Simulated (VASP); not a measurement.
# Cu (P6_3/mmc) in VASP: a series of runs

Cu is run at these levels: PBE+D3(BJ); tasks: single point, relaxation of cell and atoms.

Everything below comes from runs of VASP 6.6.1. Logs are shortened: lines on timing, memory, paths and dates and some standing lists are left out, and cuts for length are marked.

**1. The cell of the first run**

The structure is hexagonal, space group P6_3/mmc (No. 194). Conventional cell: a = 2.520 Å, b = 2.520 Å, c = 8.233 Å, α = 90.00°, β = 90.00°, γ = 120.00°. Within 3.3 Å of Cu (site symmetry -3m) lie 12 Cu at 2.52 Å. Cu (site symmetry -6m2) has 12 Cu at 2.52 Å within 3.3 Å.

This isn't the form of Cu at room conditions, which is fcc.

**2. Single point, PBE+D3(BJ)**

File INCAR:

```
  PREC = Accurate
  ENCUT = 520
  EDIFF = 1E-6
  ISMEAR = 0
  SIGMA = 0.1
  LREAL = F
  LASPH = T
  NELM = 100
  ALGO = Fast
  ISIF = 2
  LWAVE = F
  LCHARG = T
  GGA = PE
  IVDW = 12
  LELF = T
  LVHAR = T
  NBANDS = 30
```

File KPOINTS:

```
Automatic mesh
0
Gamma
  18 18 6
```

File POSCAR:

```
Cu
1.0
    2.5195292711      0.0000000000      0.0000000000
   -1.2597646355      2.1819763543      0.0000000000
    0.0000000000      0.0000000000      8.2332597592
Cu
4
Direct
    0.0000000000      0.0000000000      0.0000000000
    0.3333333333      0.6666666667      0.2500000000
    0.0000000000      0.0000000000      0.5000000000
    0.6666666667      0.3333333333      0.7500000000
```

Potentials or basis: VASP PAW PBE potentials, release 64 (Cu).

Run with:

```
$ cat potpaw_PBE.64/Cu/POTCAR > POTCAR
$ mpirun -np 1 vasp_std > vasp.out
```

OUTCAR:

```text
PREC = Accurate
   ENCUT = 520
   EDIFF = 1E-6
   ISMEAR = 0
   LREAL = F
   LASPH = T
   NELM = 100
   ISIF = 2
   GGA = PE
   IVDW = 12
 IVDW          = 12

 ion  position               nearest neighbor table
   1  0.000  0.000  0.000-   2 2.52   4 2.52   2 2.52   4 2.52   4 2.52   2 2.52
   2  0.333  0.667  0.250-   1 2.52   3 2.52   1 2.52   3 2.52   1 2.52   3 2.52
   3  0.000  0.000  0.500-   2 2.52   4 2.52   2 2.52   4 2.52   4 2.52   2 2.52
   4  0.667  0.333  0.750-   1 2.52   3 2.52   1 2.52   3 2.52   1 2.52   3 2.52

  LATTYP: Found a hexagonal cell.
 ALAT       =     2.5195292711
 C/A-ratio  =     3.2677769826

  Lattice vectors:

 A1 = (   2.5195292711,   0.0000000000,   0.0000000000)
 A2 = (  -1.2597646355,   2.1819763543,   0.0000000000)
 A3 = (   0.0000000000,   0.0000000000,   8.2332597592)

Analysis of symmetry for initial positions (statically):
=====================================================================
 Subroutine PRICEL returns:
 Original cell was already a primitive cell.

 Routine SETGRP: Setting up the symmetry group for a
 hexagonal supercell.

 Subroutine GETGRP returns: Found 24 space group operations
 (whereof 12 operations were pure point group operations)
 out of a pool of 24 trial point group operations.

The static configuration has the point symmetry D_3d.
 The point group associated with its full space group is D_6h.

Analysis of symmetry for dynamics (positions and initial velocities):
=====================================================================
 Subroutine PRICEL returns:
 Original cell was already a primitive cell.

 Routine SETGRP: Setting up the symmetry group for a
 hexagonal supercell.

 Subroutine GETGRP returns: Found 24 space group operations
 (whereof 12 operations were pure point group operations)
 out of a pool of 24 trial point group operations.

The dynamic configuration has the point symmetry D_3d.
 The point group associated with its full space group is D_6h.

 Subroutine INISYM returns: Found 24 space group operations
 (whereof 12 operations are pure point group operations),
 and found     1 'primitive' translations

----------------------------------------------------------------------------------------

                                     Primitive cell

  volume of cell :      45.2628

  direct lattice vectors                    reciprocal lattice vectors
     2.519529271  0.000000000  0.000000000     0.396899537  0.229150054  0.000000000
    -1.259764636  2.181976354  0.000000000     0.000000000  0.458300109  0.000000000
     0.000000000  0.000000000  8.233259759     0.000000000  0.000000000  0.121458575

  length of vectors
     2.519529271  2.519529271  8.233259759     0.458300109  0.458300109  0.121458575

  position of ions in fractional coordinates (direct lattice)
     0.000000000  0.000000000  0.000000000
     0.333333333  0.666666667  0.250000000
     0.000000000  0.000000000  0.500000000
     0.666666667  0.333333333  0.750000000

  ion indices of the primitive-cell ions
   primitive index   ion index
                 1           1
                 2           2
                 3           3
                 4           4

----------------------------------------------------------------------------------------

 KPOINTS: Automatic mesh

Automatic generation of k-mesh.
 Grid dimensions read from file:
 generate k-points for:   18   18    6

 Generating k-lattice:

  Cartesian coordinates                     Fractional coordinates (reciprocal lattice)
     0.022049974  0.012730559  0.000000000     0.055555556  0.000000000  0.000000000
     0.000000000  0.025461117  0.000000000     0.000000000  0.055555556  0.000000000
     0.000000000  0.000000000  0.020243096     0.000000000  0.000000000  0.166666667

  Length of vectors
     0.025461117  0.025461117  0.020243096

  Shift w.r.t. Gamma in fractional coordinates (k-lattice)
     0.000000000  0.000000000  0.000000000

 Subroutine IBZKPT returns following result:
 ===========================================

 Found    148 irreducible k-points:

 Following reciprocal coordinates:
            Coordinates               Weight
  0.000000  0.000000  0.000000      1.000000
  0.055556  0.000000  0.000000      6.000000
  0.111111  0.000000  0.000000      6.000000
  0.166667  0.000000  0.000000      6.000000
  0.222222  0.000000  0.000000      6.000000
  0.277778  0.000000  0.000000      6.000000
[... 16 lines left out ...]
  0.333333  0.111111  0.000000     12.000000
  0.388889  0.111111  0.000000     12.000000
 [... further k-points ...]
   k-points           NKPTS =    148   k-points in BZ     NKDIM =    148   number of bands    NBANDS=     30
   number of dos      NEDOS =    301   number of ions     NIONS =      4
   total plane-waves  NPLWV =  25600
   dimension x,y,z NGX =    20 NGY =   20 NGZ =   64
   dimension x,y,z NGXF=    40 NGYF=   40 NGZF=  128
   ions per type =               4
   NGX,Y,Z   is equivalent  to a cutoff of  13.20, 13.20, 12.92 a.u.
   NGXF,Y,Z  is equivalent  to a cutoff of  26.39, 26.39, 25.85 a.u.
 SYSTEM =  unknown system
   PREC   = accura    normal or accurate (medium, high low for compatibility)
   ISTART =      0    job   : 0-new  1-cont  2-samecut
   ICHARG =      2    charge: 1-file 2-atom 10-const
   ISPIN  =      1    spin polarized calculation?
   LNONCOLLINEAR =      F non collinear calculations
   LSORBIT =      F    spin-orbit coupling
   LASPH  =      T    aspherical Exc in radial PAW
   ENCUT  =  520.0 eV  38.22 Ry    6.18 a.u.   4.68  4.68 15.31*2*pi/ulx,y,z
   NELM   =    100;   NELMIN=  2; NELMDL= -5     # of ELM steps
   EDIFF  = 0.1E-05   stopping-criterion for ELM
   LREAL  =      F    real-space projection
   EDIFFG = 0.1E-04   stopping-criterion for IOM
   NSW    =      0    number of steps for IOM
   IBRION =     -1    ionic relax: 0-MD 1-quasi-New 2-CG
   NFREE  =      0    steps in history (QN), initial steepest desc. (CG)
   ISIF   =      2    stress and relaxation
   ISYM   =      2    0-nonsym 1-usesym 2-fastsym
   POTIM  = 0.5000    time-step for ionic-motion
   TEBEG  =    0.0;   TEEND  =   0.0 temperature during run
   PSTRESS=    0.0 pullay stress
   NELECT =      44.0000    total number of electrons
   NUPDOWN=      -1.0000    fix difference up-down
   EMIN   =  10.00;   EMAX   =-10.00  energy-range for DOS
   EFERMI =   0.00;   METHOD = LEGACY
   ISMEAR =     0;   SIGMA  =   0.10  broadening in eV -4-tet -1-fermi 0-gaus
   EFERMI_NEDOS =   21; number of points for ismear=-14 and -15
   IALGO  =     68    algorithm
   IMIX   =      4    mixing-type and parameters
     AMIX     =   0.40;   BMIX     =  1.00
     AMIX_MAG =   1.60;   BMIX_MAG =  1.00
  volume/ion in A,a.u.               =      11.32        76.36
  Fermi-wavevector in a.u.,A,eV,Ry     =   1.621730  3.064626 35.783448  2.630009
  Thomas-Fermi vector in A             =   2.715459
   LORBIT       =      0    0 simple, 1 ext, 2 COOP (PROOUT), +10 PAW based schemes
   GGA     = PE    functional components
   LHFCALC =     F    Hartree Fock is set to
   AEXX    =    0.0000 exact exchange contribution
   IVDW    =    12    specifies the selected vdW correction
   LEPSILON=     F    determine dielectric tensor
   LRPA    =     F    only Hartree local field effects (RPA)
 non-spin polarized calculation
 RMM-DIIS sequential band-by-band and
 Gauss-broadening in eV      SIGMA  =   0.10
  energy-cutoff  :      520.00
  volume of cell :       45.26
 maximum number of plane-waves:      1242
 NGX is ok and might be reduce to    20
   NGX =  9   NGY =  9   NGZ = 31

 number of electron      43.9999981 magnetization

 Free energy of the ion-electron system (eV)
  ---------------------------------------------------
  ext. energy  EPLUGINS =         0.00000000
  ---------------------------------------------------
  free energy    TOTEN  =       -14.81681611 eV

  energy without entropy =      -14.80969251  energy(sigma->0) =      -14.81325431

 E-fermi :   8.0864     XC(G=0): -12.9759

 val. band max:        8.0766318085   @ k =   0.4444   0.0000   0.0000
 cond. band min:       8.0970883196   @ k =   0.2778   0.1667   0.0000
 fundamental gap:      0.0204565111
 Fermi energy:         8.0863984489

 k-point     1 :       0.0000    0.0000    0.0000
  band No.  band energies     occupation
      1      -1.5541      2.00000
      2       0.6221      2.00000
      3       0.6304      2.00000
      4       2.8026      2.00000
      5       4.6964      2.00000
      6       4.7002      2.00000
[... 22 lines left out ...]
     29      30.3693      0.00000
     30      30.6727      0.00000

 k-point     2 :       0.0556    0.0000    0.0000
  band No.  band energies     occupation
      1      -1.4509      2.00000
      2       0.7143      2.00000
      3       0.7225      2.00000
      4       2.8647      2.00000
      5       4.6428      2.00000
      6       4.6745      2.00000
[... 22 lines left out ...]
     29      29.3955      0.00000
     30      29.4785      0.00000

 k-point     3 :       0.1111    0.0000    0.0000
  band No.  band energies     occupation
      1      -1.1443      2.00000
      2       0.9838      2.00000
      3       0.9917      2.00000
      4       3.0398      2.00000
      5       4.5226      2.00000
      6       4.6079      2.00000
[... 22 lines left out ...]
     29      27.3364      0.00000
     30      27.3480      0.00000

 k-point     4 :       0.1667    0.0000    0.0000
  band No.  band energies     occupation
      1      -0.6444      2.00000
      2       1.4060      2.00000
      3       1.4134      2.00000
      4       3.2908      2.00000
      5       4.3898      2.00000
      6       4.5130      2.00000
[... 616 lines left out ...]
     29      20.0234      0.00000
     30      22.4149      0.00000

 k-point    23 :       0.3333    0.1111    0.0000
  band No.  band energies     occupation
      1       2.6375      2.00000
      2       3.0845      2.00000
      3       3.1783      2.00000
      4       3.6568      2.00000
      5       3.9568      2.00000
      6       4.0572      2.00000
[... 22 lines left out ...]
     29      19.4208      0.00000
     30      21.5072      0.00000

 k-point    24 :       0.3889    0.1111    0.0000
  band No.  band energies     occupation
      1       2.9628      2.00000
      2       3.1089      2.00000
      3       3.3768      2.00000
      4       3.6230      2.00000
      5       3.9542      2.00000
      6       3.9762      2.00000
[... 22 lines left out ...]
     29      18.9918      0.00000
     30      19.7630      0.00000

 [... further k-points ...]

------------------------ aborting loop because EDIFF is reached ----------------------------------------

 Edisp (eV)   -2.43805

 E8    (eV) :    -1.0458

  FORCE on cell =-STRESS in cart. coord.  units (eV):
  Direction    XX          YY          ZZ          XY          YZ          ZX
  --------------------------------------------------------------------------------------
  -------------------------------------------------------------------------------------
  Total       0.19563     0.19563     0.18995     0.00000     0.00000     0.00000
  in kB       6.92482     6.92482     6.72385     0.00000     0.00000     0.00000
  external pressure =        6.86 kB  Pullay stress =        0.00 kB

 VOLUME and BASIS-vectors are now :
 -----------------------------------------------------------------------------
  energy-cutoff  :      520.00
  volume of cell :       45.26
      direct lattice vectors                 reciprocal lattice vectors
     2.519529271  0.000000000  0.000000000     0.396899537  0.229150054  0.000000000
    -1.259764636  2.181976354  0.000000000     0.000000000  0.458300109  0.000000000
     0.000000000  0.000000000  8.233259759     0.000000000  0.000000000  0.121458575

 POSITION                                       TOTAL-FORCE (eV/Angst)
 -----------------------------------------------------------------------------------
      0.00000      0.00000      0.00000        -0.000000      0.000000      0.000000
     -0.00000      1.45465      2.05831         0.000000      0.000000      0.000000
      0.00000      0.00000      4.11663        -0.000000      0.000000      0.000000
      1.25976      0.72733      6.17494         0.000000      0.000000     -0.000000
 -----------------------------------------------------------------------------------
    total drift:                                0.000000     -0.000000      0.000000

  FREE ENERGIE OF THE ION-ELECTRON SYSTEM (eV)
  ---------------------------------------------------
  free  energy   TOTEN  =       -17.2548623848 eV

  energy  without entropy=      -17.2477387790  energy(sigma->0) =      -17.25130058
```

It took 3.6 min on 1 thread of AMD EPYC 7R13, shared host; peak memory 0.28 GiB.

Results:

```
Free energy                : -17.2549 eV
Pressure                   : 0.7 GPa
Band gap on the k mesh     : zero (bands 22 and 23 overlap by 5.29 eV)
Dispersion energy per atom : -0.610 eV
```

**3. Relaxation of cell and atoms, PBE+D3(BJ)**

This run uses another cell than the first one, of 11.97 Å³/atom.

File INCAR:

```
PREC = Accurate ; ENCUT = 600
EDIFF = 1E-6 ; ISMEAR = 0
SIGMA = 0.1 ; LREAL = F
LASPH = T ; NELM = 60
ALGO = Fast ; ISIF = 3
LWAVE = F ; LCHARG = F
GGA = PE ; IVDW = 12
IBRION = 2 ; NSW = 70
EDIFFG = -0.005
```

File KPOINTS:

```
regular mesh
0
Gamma
  18 18 6
```

File POSCAR:

```
Cu
1.0
    2.5670412900      0.0000000000      0.0000000000
   -1.2835206450      2.2231229697      0.0000000000
    0.0000000000      0.0000000000      8.3865575143
Cu
4
Direct
    0.0000000000      0.0000000000      0.0000000000
    0.3333333333      0.6666666667      0.2500000000
    0.0000000000      0.0000000000      0.5000000000
    0.6666666667      0.3333333333      0.7500000000
```

Potentials or basis: VASP PAW PBE potentials, release 64 (Cu).

Run with:

```
$ cat potpaw_PBE.64/Cu/POTCAR > POTCAR
$ mpirun -np 1 vasp_std > vasp.out
```

OUTCAR:

```text
PREC = Accurate
   ENCUT = 600
   EDIFF = 1E-6
   ISMEAR = 0
   LREAL = F
   LASPH = T
   NELM = 60
   ISIF = 3
   GGA = PE
   IVDW = 12
   IBRION = 2
   NSW = 70
   EDIFFG = -0.005
 IVDW          = 12

 ion  position               nearest neighbor table
   1  0.000  0.000  0.000-   2 2.57   4 2.57   2 2.57   4 2.57   4 2.57   2 2.57
   2  0.333  0.667  0.250-   1 2.57   3 2.57   1 2.57   3 2.57   1 2.57   3 2.57
   3  0.000  0.000  0.500-   2 2.57   4 2.57   2 2.57   4 2.57   4 2.57   2 2.57
   4  0.667  0.333  0.750-   1 2.57   3 2.57   1 2.57   3 2.57   1 2.57   3 2.57

  LATTYP: Found a hexagonal cell.
 ALAT       =     2.5670412900
 C/A-ratio  =     3.2670130967

  Lattice vectors:

 A1 = (   2.5670412900,   0.0000000000,   0.0000000000)
 A2 = (  -1.2835206450,   2.2231229697,   0.0000000000)
 A3 = (   0.0000000000,   0.0000000000,   8.3865575143)
[... 185 lines left out ...]

------------------------ aborting loop because EDIFF is reached ----------------------------------------

 Edisp (eV)   -2.30055

 E8    (eV) :    -0.9858
[... 327 lines left out ...]
--------------------------------------- Ionic step        9  -------------------------------------------

 number of electron      44.0000001 magnetization

 Free energy of the ion-electron system (eV)
  ---------------------------------------------------
  ext. energy  EPLUGINS =         0.00000000
  ---------------------------------------------------
  free energy    TOTEN  =       -14.82796690 eV

  energy without entropy =      -14.82084475  energy(sigma->0) =      -14.82440583

 E-fermi :   8.0371     XC(G=0): -12.9535

 val. band max:        8.0322097060   @ k =   0.4444   0.0000   0.0000
 cond. band min:       8.0468464068   @ k =   0.2778   0.1667   0.0000
 fundamental gap:      0.0146367009
 Fermi energy:         8.0370552806

 k-point     1 :       0.0000    0.0000    0.0000
  band No.  band energies     occupation
      1      -1.5735      2.00000
      2       0.5982      2.00000
      3       0.6064      2.00000
      4       2.7763      2.00000
      5       4.6619      2.00000
      6       4.6659      2.00000
[... 685 lines left out ...]
     25      13.6274      0.00000
     26      13.6870      0.00000

 [... further k-points ...]

------------------------ aborting loop because EDIFF is reached ----------------------------------------

 Edisp (eV)   -2.42843

 E8    (eV) :    -1.0416
[... 27 lines left out ...]
  FREE ENERGIE OF THE ION-ELECTRON SYSTEM (eV)
  ---------------------------------------------------
  free  energy   TOTEN  =       -17.2563995176 eV

  energy  without entropy=      -17.2492773590  energy(sigma->0) =      -17.25283844

 reached required accuracy - stopping structural energy minimisation
```

CONTCAR:

```text
Cu
   1.00000000000000
     2.5229303026732373    0.0000000000000000    0.0000000000000000
    -1.2614651513366186    2.1849217340891944   -0.0000000000000000
     0.0000000000000000   -0.0000000000000000    8.2423599203277718
  Cu
     4
Direct
     0.0000000000000000    0.0000000000000000    1.0000000000000000
     0.3333333332999970    0.6666666667000030    0.2500000000000000
     0.0000000000000000    0.0000000000000000    0.5000000000000000
     0.6666666667000030    0.3333333332999970    0.7500000000000000

  0.00000000E+00  0.00000000E+00  0.00000000E+00
  0.00000000E+00  0.00000000E+00  0.00000000E+00
  0.00000000E+00  0.00000000E+00  0.00000000E+00
  0.00000000E+00  0.00000000E+00  0.00000000E+00
```

Run time: 18 min. Hardware: 1 thread of AMD EPYC 7R13, shared host; peak memory 0.34 GiB.

What came out:

```yaml
Free_energy: -17.2564 eV
Relaxed_volume: 11.36 Å³/atom
Relaxed_cell: a = 2.523 Å, b = 2.523 Å, c = 8.242 Å, α = 90.00°, β = 90.00°, γ = 120.00°
Space_group_after_relaxing_to_0.1_Å: P6_3/mmc (No. 194)
Energy_gained_by_relaxing: 14.9 meV/atom
Ionic_steps: 9
Pressure_after_relaxing: 0.0 GPa
Band_gap_on_the_k_mesh: zero (bands 22 and 23 overlap by 5.27 eV)
Dispersion_energy_per_atom: -0.607 eV
```

Step by step:
| step | energy change (eV) | largest force (eV/Å) | pressure (GPa) | volume (Å³) |
| --- | --- | --- | --- | --- |
| 1 | 0.0000 | 0.0000 | -7.41 | 47.86 |
| 2 | -0.0396 | 0.0000 | 5.80 | 44.13 |
| 3 | -0.0595 | 0.0000 | -0.24 | 45.42 |
| 4 | -0.0594 | 0.0000 | 0.18 | 45.37 |
| 5 | -0.0595 | 0.0000 | -0.12 | 45.45 |
| 6 | -0.0595 | 0.0000 | 0.16 | 45.43 |
| 7 | -0.0595 | 0.0000 | -0.13 | 45.44 |
| 8 | -0.0595 | 0.0000 | 0.08 | 45.43 |
| 9 | -0.0595 | 0.0000 | 0.00 | 45.44 |

Final structure:
```cif
data_structure
_symmetry_space_group_name_H-M 'P 1'
_symmetry_Int_Tables_number 1
_cell_length_a 2.5229
_cell_length_b 2.5229
_cell_length_c 8.2424
_cell_angle_alpha 90.000
_cell_angle_beta 90.000
_cell_angle_gamma 120.000
_cell_volume 45.44
loop_
_atom_site_label
_atom_site_type_symbol
_atom_site_fract_x
_atom_site_fract_y
_atom_site_fract_z
_atom_site_occupancy
Cu1 Cu 0.00000 0.00000 0.00000 1
Cu2 Cu 0.33333 0.66667 0.25000 1
Cu3 Cu 0.00000 0.00000 0.50000 1
Cu4 Cu 0.66667 0.33333 0.75000 1
```

Levels at points of the mesh, in eV from the Fermi level:
```csv
k point,band 19,band 20,band 21,band 22,band 23,band 24,band 25,band 26
"(0.00, 0.00, 0.00)",-2.14,-1.97,-1.97,-1.67,-1.67,-1.08,3.99,12.81
"(0.50, 0.00, 0.00)",-1.53,-1.51,-0.64,0.41,1.03,1.62,4.83,4.84
"(0.00, 0.00, 0.50)",-2.27,-2.27,-1.80,-1.80,-1.80,-1.80,7.16,7.16
"(0.50, 0.00, 0.50)",-1.54,-1.54,0.07,0.07,1.42,1.42,5.32,5.32
```

The gap in the log of VASP goes by the Fermi energy; the results here count the filled bands.